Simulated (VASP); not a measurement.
Ta4O, 5 atoms in the cell. Symmetry: P4/mmm, No. 123, tetragonal system. Conventional cell: a = 3.257 Å, b = 3.257 Å, c = 7.409 Å, α = 90.00°, β = 90.00°, γ = 90.00°. Within 3.3 Å of Ta (site symmetry 4/mmm) lie 4 O at 2.30 Å and 12 Ta at 3.12 to 3.26 Å. Within 2.9 Å of Ta (site symmetry 4mm) lie 1 O at 2.10 Å and 4 Ta at 2.81 Å. Ta (site symmetry 4/mmm) has 14 Ta at 2.81 to 3.70 Å within 3.8 Å. O (site symmetry 4/mmm) has 6 Ta at 2.10 to 2.30 Å within 2.8 Å. 

| Item | Value |
| --- | --- |
| Program | VASP 6.6.1 |
| Task | relaxation of cell and atoms |
| Functional | PBE |
| Potentials or basis | VASP PAW PBE potentials, release 64 (Ta_pv, O) |
| Cutoff | 600 eV |
| k mesh | 12 × 12 × 6 |
| Occupations | gaussian, width 0.1 eV |
| Spin | no spin polarisation |
| Dipole correction | no |
| Further INCAR settings | ALGO = Normal; EDIFF = 1e-06; IBRION = 2; EDIFFG = -0.01; NSW = 80; ISIF = 3 |

Potentials or basis: VASP PAW PBE potentials, release 64 (Ta_pv, O).

Command:

```console
$ cat potpaw_PBE.64/Ta_pv/POTCAR potpaw_PBE.64/O/POTCAR > POTCAR
$ mpirun -np 1 vasp_std > vasp.out
```

Hardware: 1 thread of Intel(R) Xeon(R) Platinum 8259CL CPU @ 2.50GHz (Skylake/Cascade Lake), on a shared host.

Problem. Estimate the wall time of this run.

Solution. Run time: 13 min on 1 thread of Intel(R) Xeon(R) Platinum 8259CL CPU @ 2.50GHz (Skylake/Cascade Lake), with other jobs on the host, peak memory 0.4 GiB. Counts: scf iterations 30, k points 112, ion steps 3.
